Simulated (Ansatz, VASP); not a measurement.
**Hf2N in VASP and in Ansatz**

```
CELL_PARAMETERS angstrom
5.29554 0.00000 0.00000
0.00000 5.29554 0.00000
0.00000 0.00000 3.22745
ATOMIC_POSITIONS crystal
Hf 0.29546 0.29546 0.00000
Hf 0.70454 0.70454 0.00000
Hf 0.79546 0.20454 0.50000
Hf 0.20454 0.79546 0.50000
N 0.00000 0.00000 0.00000
N 0.50000 0.50000 0.50000
```

Alike in both runs: functional PBEsol; k mesh 8 × 8 × 12; occupations gaussian, width 0.1 eV; no spin polarisation.

Ansatz relaxed the structure, and its values are those at the end. VASP's run is a single point on that final structure, the one shown.

|  | VASP | Ansatz |
| --- | --- | --- |
| version | VASP 6.6.1 | Ansatz 0.2.0 |
| potentials or method | VASP PAW PBE potentials, release 64 (Hf_pv, N), cutoff 520 eV | scalar-relativistic, plane waves, PAW |
| valence electrons in the cell | 50 | 114 |

|  | VASP | Ansatz | Ansatz less VASP |
| --- | --- | --- | --- |
| gap on the k mesh at the Fermi level (eV) | none | none | - |
| pressure (GPa) | -1.0 | 0.0 | +0.98 |

VASP's potentials were made for PBE, not for PBEsol. A gap of «none» marks a metal or a gap that the smearing closes. VASP's potentials hold 50 valence electrons a cell and Ansatz's 114, so a difference there can come from the potentials and not from the codes.

Spin-orbit coupling is off throughout.
